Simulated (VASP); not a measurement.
# Si: single point with r2SCAN

The system is Si.

```
CELL_PARAMETERS angstrom
3.78880 0.00000 0.00000
-1.89440 3.28120 0.00000
0.00000 0.00000 6.62720
ATOMIC_POSITIONS crystal
Si 0.33333 0.66667 0.06476
Si 0.66667 0.33333 0.56476
Si 0.33333 0.66667 0.43524
Si 0.66667 0.33333 0.93524
```

This cell differs from its parent crystal: uniaxial strain along c: +4.5 %.

- Program: VASP 6.6.1
- Task: single point
- Functional: r2SCAN
- Potentials or basis: VASP PAW PBE potentials, release 64 (Si)
- Cutoff: 520 eV
- k mesh: 12 × 12 × 4
- Occupations: gaussian, width 0.02 eV
- Spin: no spin polarisation
- Dipole correction: no
- Further INCAR settings: ALGO = Normal; EDIFF = 1e-07; NBANDS = 16

```
Pressure               : -2.1 GPa
Largest force          : 0.152 eV/Å
Band gap on the k mesh : 0.85 eV (least direct gap 1.51 eV)
```

Forces in eV/Å, atoms in the order of the input:
```
Si   0.000  0.000  0.152
Si   0.000  0.000  0.152
Si   0.000  0.000 -0.152
Si   0.000  0.000 -0.152
```

Stress tensor (GPa, compression positive):
```
 1.47  0.00  0.00
 0.00  1.47  0.00
 0.00  0.00 -9.19
```

Levels at points of the mesh, in eV from the valence-band top:
```csv
k point,band 5,band 6,band 7,band 8,band 9,band 10,band 11,band 12
"(0.00, 0.00, 0.00)",-1.32,-0.69,0.00,0.00,1.51,1.89,2.40,2.40
"(0.50, 0.00, 0.00)",-4.79,-3.07,-3.00,-1.60,0.85,2.51,2.92,3.46
"(0.00, 0.00, 0.50)",-0.79,-0.79,-0.79,-0.79,2.50,2.50,3.32,3.32
"(0.50, 0.00, 0.50)",-2.81,-2.81,-2.43,-2.43,0.94,0.94,1.80,1.80
```

Wall time 6.2 min on 1 thread of Intel Xeon 8259CL, with other jobs on the host, peak memory 0.22 GiB.

Caveat: the cell differs from its parent crystal (uniaxial strain along c: +4.5 %); the stress differs along the axes, from -9 to 1 GPa; the PAW data sets were made with another functional, which shifts forces and pressure a little. A k mesh can miss the band edges.
